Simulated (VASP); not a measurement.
Wanted: the native input for a VASP 6.6.1 run.

```yaml
Task: single point
Functional: PBEsol
Potentials_or_basis: VASP PAW PBE potentials, release 64 (As, Al, H)
Cutoff: 400 eV
k_mesh: 9 × 9 × 1
Occupations: gaussian, width 0.05 eV
Spin: no spin polarisation
Dipole_correction: yes
Further_INCAR_settings: ALGO = Normal; EDIFF = 1e-06; NBANDS = 23; NELMDL = -8
```

The structure of Al3As3H2 lies in POSCAR:

```
Al3As3H2
1.0
    4.0125456551      0.0000000000      0.0000000000
   -2.0062728276      3.4749664712      0.0000000000
    0.0000000000      0.0000000000     26.3715170685
As Al H
3 3 2
Direct
    0.0000000000      0.0000000000      0.3223174449
    0.3333333333      0.6666666667      0.4465510944
    0.6690737082      0.3314897856      0.5718911856
    0.3333333333      0.6666666667      0.3533758573
    0.6663207532      0.3336368814      0.4753296780
    0.0028322649     -0.0021833664      0.5984036460
    0.5015840634      0.6968314911      0.6780913295
    0.3071955210      0.5032168377      0.6781327152
```

These files were run (other wordings do the same):

INCAR

```
PREC = Accurate
ENCUT = 400
EDIFF = 1E-6
ISMEAR = 0
SIGMA = 0.05
LREAL = False
LASPH = True
NELM = 120
ALGO = Normal
ISIF = 2
LWAVE = False
LCHARG = False
LDIPOL = True
IDIPOL = 3
DIPOL = 0.5 0.5 0.516
GGA = PS
NBANDS = 23
GGA_COMPAT = False
NELMDL = -8
```

KPOINTS

```
regular mesh
0
Gamma
  9 9 1
```

Potentials or basis: VASP PAW PBE potentials, release 64 (As, Al, H).

Launch:

```sh
$ cat potpaw_PBE.64/As/POTCAR potpaw_PBE.64/Al/POTCAR potpaw_PBE.64/H/POTCAR > POTCAR
$ mpirun -np 1 vasp_std > vasp.out
```

It gave:

```json
{
 "Largest force": "0.505 eV/Å",
 "Band gap on the k mesh": "zero (bands 13 and 14 overlap by 0.22 eV)"
}
```

Caveat: the PAW data sets were made with another functional, which shifts forces and pressure a little.

Wall time 6.5 min on 1 thread of Intel(R) Xeon(R) Platinum 8488C (Sapphire Rapids), with other jobs on the host, peak memory 0.49 GiB.
